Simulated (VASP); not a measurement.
# Cu3N (Pm-3m) in VASP: further runs

Cu3N is run at these levels: PBE, PBEsol, RPBE, BLYP; tasks: single point.

Everything below comes from runs of VASP 6.6.1. Logs are shortened: lines on timing, memory, paths and dates and some standing lists are left out, and cuts for length are marked.

### 1 The cell of the first run

Symmetry: Pm-3m, No. 221, cubic system. The conventional cell has a = 3.807 Å, b = 3.807 Å, c = 3.807 Å, α = 90.00°, β = 90.00°, γ = 90.00°. Within 2.5 Å of Cu (site symmetry 4/mmm) lie 2 N at 1.90 Å. N (site symmetry m-3m) has 6 Cu at 1.90 Å within 2.5 Å.

### 2 Single point, PBE

Contents of INCAR:

```
SYSTEM = Cu3N
ALGO = Normal
EDIFF = 1E-6
ENCUT = 600
GGA = PE
GGA_COMPAT = .FALSE.
ISIF = 2
ISMEAR = 0
LASPH = .TRUE.
LCHARG = .TRUE.
LELF = .TRUE.
LREAL = .FALSE.
LVHAR = .TRUE.
LWAVE = .FALSE.
NBANDS = 27
NELM = 120
PREC = Accurate
SIGMA = 0.01
```

Contents of KPOINTS:

```
k-points
0
G
  6 6 6
  0 0 0
```

Contents of POSCAR:

```
Cu3N
1.0
    3.8070000000      0.0000000000      0.0000000000
    0.0000000000      3.8070000000      0.0000000000
    0.0000000000      0.0000000000      3.8070000000
Cu N
3 1
Direct
    0.5000000000      0.0000000000      0.0000000000
    0.0000000000      0.5000000000      0.0000000000
    0.0000000000      0.0000000000      0.5000000000
    0.0000000000      0.0000000000      0.0000000000
```

Potentials or basis: VASP PAW PBE potentials, release 64 (Cu, N).

Run with:

```
> cat potpaw_PBE.64/Cu/POTCAR potpaw_PBE.64/N/POTCAR > POTCAR
> mpirun -np 1 vasp_std > vasp.out
```

OUTCAR:

```text
SYSTEM = Cu3N
   EDIFF = 1E-6
   ENCUT = 600
   GGA = PE
   ISIF = 2
   ISMEAR = 0
   LASPH = .TRUE.
   LREAL = .FALSE.
   NELM = 120
   PREC = Accurate

 ion  position               nearest neighbor table
   1  0.500  0.000  0.000-   4 1.90   4 1.90   2 2.69   3 2.69   2 2.69   2 2.69   3 2.69   3 2.69
                             3 2.69   2 2.69
   2  0.000  0.500  0.000-   4 1.90   4 1.90   1 2.69   3 2.69   1 2.69   3 2.69   3 2.69   3 2.69
                             1 2.69   1 2.69
   3  0.000  0.000  0.500-   4 1.90   4 1.90   1 2.69   1 2.69   2 2.69   2 2.69   2 2.69   2 2.69
                             1 2.69   1 2.69
   4  0.000  0.000  0.000-   1 1.90   2 1.90   3 1.90   3 1.90   2 1.90   1 1.90

  LATTYP: Found a simple cubic cell.
 ALAT       =     3.8070000000

  Lattice vectors:

 A1 = (   3.8070000000,   0.0000000000,   0.0000000000)
 A2 = (   0.0000000000,   3.8070000000,   0.0000000000)
 A3 = (   0.0000000000,   0.0000000000,   3.8070000000)

Analysis of symmetry for initial positions (statically):
=====================================================================
 Subroutine PRICEL returns:
 Original cell was already a primitive cell.

 Routine SETGRP: Setting up the symmetry group for a
 simple cubic supercell.

 Subroutine GETGRP returns: Found 48 space group operations
 (whereof 48 operations were pure point group operations)
 out of a pool of 48 trial point group operations.

The static configuration has the point symmetry O_h .

Analysis of symmetry for dynamics (positions and initial velocities):
=====================================================================
 Subroutine PRICEL returns:
 Original cell was already a primitive cell.

 Routine SETGRP: Setting up the symmetry group for a
 simple cubic supercell.

 Subroutine GETGRP returns: Found 48 space group operations
 (whereof 48 operations were pure point group operations)
 out of a pool of 48 trial point group operations.

The dynamic configuration has the point symmetry O_h .

 Subroutine INISYM returns: Found 48 space group operations
 (whereof 48 operations are pure point group operations),
 and found     1 'primitive' translations

----------------------------------------------------------------------------------------

[... 87 lines left out ...]
   LSORBIT =      F    spin-orbit coupling
   LASPH  =      T    aspherical Exc in radial PAW
   ENCUT  =  600.0 eV  44.10 Ry    6.64 a.u.   7.60  7.60  7.60*2*pi/ulx,y,z
   NELM   =    120;   NELMIN=  2; NELMDL= -5     # of ELM steps
   EDIFF  = 0.1E-05   stopping-criterion for ELM
   LREAL  =      F    real-space projection
   EDIFFG = 0.1E-04   stopping-criterion for IOM
   NSW    =      0    number of steps for IOM
   IBRION =     -1    ionic relax: 0-MD 1-quasi-New 2-CG
   NFREE  =      0    steps in history (QN), initial steepest desc. (CG)
   ISIF   =      2    stress and relaxation
   ISYM   =      2    0-nonsym 1-usesym 2-fastsym
   POTIM  = 0.5000    time-step for ionic-motion
   TEBEG  =    0.0;   TEEND  =   0.0 temperature during run
   PSTRESS=    0.0 pullay stress
   NELECT =      38.0000    total number of electrons
   NUPDOWN=      -1.0000    fix difference up-down
   EMIN   =  10.00;   EMAX   =-10.00  energy-range for DOS
   EFERMI =   0.00;   METHOD = LEGACY
   ISMEAR =     0;   SIGMA  =   0.01  broadening in eV -4-tet -1-fermi 0-gaus
   EFERMI_NEDOS =   21; number of points for ismear=-14 and -15
   IALGO  =     38    algorithm
   IMIX   =      4    mixing-type and parameters
     AMIX     =   0.40;   BMIX     =  1.00
     AMIX_MAG =   1.60;   BMIX_MAG =  1.00
  volume/ion in A,a.u.               =      13.79        93.09
  Fermi-wavevector in a.u.,A,eV,Ry     =   1.445728  2.732029 28.437924  2.090128
  Thomas-Fermi vector in A             =   2.563877
   LORBIT       =      0    0 simple, 1 ext, 2 COOP (PROOUT), +10 PAW based schemes
   GGA     = PE    functional components
   LHFCALC =     F    Hartree Fock is set to
   AEXX    =    0.0000 exact exchange contribution
   IVDW    =     0    specifies the selected vdW correction
   LEPSILON=     F    determine dielectric tensor
   LRPA    =     F    only Hartree local field effects (RPA)
 non-spin polarized calculation
 Gauss-broadening in eV      SIGMA  =   0.01
  energy-cutoff  :      600.00
  volume of cell :       55.18
 maximum number of plane-waves:      1856
   NGX = 15   NGY = 15   NGZ = 15

 number of electron      37.9999955 magnetization

 Free energy of the ion-electron system (eV)
  ---------------------------------------------------
  ext. energy  EPLUGINS =         0.00000000
  ---------------------------------------------------
  free energy    TOTEN  =       -18.37389242 eV

  energy without entropy =      -18.37389242  energy(sigma->0) =      -18.37389242

 E-fermi :   5.0437     XC(G=0): -10.8180

 val. band max:        4.9846403335   @ k =   0.5000   0.5000   0.5000
 cond. band min:       5.1713033895   @ k =   0.5000   0.5000   0.0000
 fundamental gap:      0.1866630560
 Fermi energy:         5.0436617203

 k-point     1 :       0.0000    0.0000    0.0000
  band No.  band energies     occupation
      1     -11.8873      2.00000
      2      -0.2914      2.00000
      3       0.1912      2.00000
      4       0.1912      2.00000
      5       0.1912      2.00000
      6       1.0997      2.00000
[... 589 lines left out ...]
     26      13.0378      0.00000
     27      15.7202      0.00000

------------------------ aborting loop because EDIFF is reached ----------------------------------------

  FORCE on cell =-STRESS in cart. coord.  units (eV):
  Direction    XX          YY          ZZ          XY          YZ          ZX
  --------------------------------------------------------------------------------------
  -------------------------------------------------------------------------------------
  Total        0.9758066      0.9758066      0.9758066     -0.0000000     -0.0000000      0.0000000
  in kB       28.3351620     28.3351620     28.3351620     -0.0000000     -0.0000000      0.0000000
  external PRESSURE =      28.3351620 kB  Pullay stress =       0.0000000 kB

 VOLUME and BASIS-vectors are now :
 -----------------------------------------------------------------------------
  energy-cutoff  :      600.00
  volume of cell :       55.18
      direct lattice vectors                 reciprocal lattice vectors
     3.807000000  0.000000000  0.000000000     0.262674022  0.000000000  0.000000000
     0.000000000  3.807000000  0.000000000     0.000000000  0.262674022  0.000000000
     0.000000000  0.000000000  3.807000000     0.000000000  0.000000000  0.262674022

 POSITION                                       TOTAL-FORCE (eV/Angst)
 -----------------------------------------------------------------------------------
      1.90350      0.00000      0.00000         0.000000      0.000000      0.000000
      0.00000      1.90350      0.00000         0.000000      0.000000      0.000000
      0.00000      0.00000      1.90350         0.000000      0.000000      0.000000
      0.00000      0.00000      0.00000         0.000000      0.000000      0.000000
 -----------------------------------------------------------------------------------
    total drift:                                0.000000      0.000000      0.000000

  FREE ENERGIE OF THE ION-ELECTRON SYSTEM (eV)
  ---------------------------------------------------
  free  energy   TOTEN  =       -18.3738924168 eV

  energy  without entropy=      -18.3738924168  energy(sigma->0) =      -18.37389242
```

stdout:

```text
POSCAR found type information on POSCAR CuN
 POSCAR found :  2 types and       4 ions
 scaLAPACK will be used
 LDA part: xc-table for (Slater+PW92), standard interpolation
 POSCAR, INCAR and KPOINTS ok, starting setup
 FFT: planning ... GRIDC
 FFT: planning ... GRID_SOFT
 FFT: planning ... GRID
 WAVECAR not read
 entering main loop
```

It took 59 s on 1 thread of Intel Xeon 8259CL, shared host; peak memory 0.18 GiB.

What came out:

| Quantity | Value |
| --- | --- |
| Free energy | -18.3739 eV |
| Pressure | 2.8 GPa |
| Band gap on the k mesh | 0.19 eV (least direct gap 0.74 eV) |

A k mesh can miss the band edges.

[end of part 1 of 2]
